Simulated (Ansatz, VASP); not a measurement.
Al in VASP and in Ansatz

Contents of INCAR:

```
SYSTEM = Al
ALGO = Normal
EDIFF = 1E-7
EDIFFG = -0.002
ENCUT = 500
GGA_COMPAT = .FALSE.
IBRION = 2
ISIF = 3
ISMEAR = 0
LASPH = .TRUE.
LCHARG = .FALSE.
LREAL = .FALSE.
LWAVE = .FALSE.
NELM = 120
NELMIN = 4
NSW = 100
PREC = Accurate
SIGMA = 0.1
```

KPOINTS

```
k-points
0
G
  18 18 18
  0 0 0
```

File POSCAR:

```
Al
1.0
    0.0000000000      2.0100000000      2.0100000000
    2.0100000000      0.0000000000      2.0100000000
    2.0100000000      2.0100000000      0.0000000000
Al
1
Direct
    0.0000000000      0.0000000000      0.0000000000
```

Input for Ansatz:

```yaml
crystal:
  lattice:
    - [0.0, 2.01, 2.01]
    - [2.01, 0.0, 2.01]
    - [2.01, 2.01, 0.0]
  atoms:
    - { symbol: Al, position: [0.0, 0.0, 0.0] }
basis:
  ecutwfc: 420
kpoints:
  mp_grid: { grid: [18, 18, 18] }
hamiltonian:
  xc: lda
  pseudopotentials: { kind: paw, azcp: { folder: soft_1 } }
scf:
  occupations: { method: gaussian, width: 0.1 }
output:
  forces: true
  stress: true
  eigenvalues: true
relax:
  adjacent_minimum: "off"
  f_tol: 0.002
  max_steps: 80
  cell: { stress_tol: 0.02 }
```

Alike in both runs: task relaxation of cell and atoms; functional LDA; k mesh 18 × 18 × 18; occupations gaussian, width 0.1 eV; no spin polarisation.

```csv
,VASP,Ansatz
version,VASP 6.6.1,Ansatz 0.2.0
potentials or method,"VASP PAW LDA potentials, release 64 (Al), cutoff 500 eV","scalar-relativistic, plane waves, PAW"
valence electrons in the cell,3,3
```

Ansatz gave:

```
gap on the k mesh at the Fermi level, each at its own relaxed structure (eV)  : none
relaxed volume (Å³/atom)                                                      : 15.80
relaxed length of the cell vector where the two differ most in proportion (Å) : 2.817
```

**Question.** Which values does VASP return?

**Answer.** gap on the k mesh at the Fermi level, each at its own relaxed structure (eV): none; relaxed volume (Å³/atom): 15.82; relaxed length of the cell vector where the two differ most in proportion (Å): 2.818.

Ansatz warns that its potentials were made for another functional, while VASP's fit it. LDA's correlation is that of Perdew and Zunger in VASP and of Perdew and Wang (1992) in Ansatz. A gap of «none» marks a metal or a gap that the smearing closes.
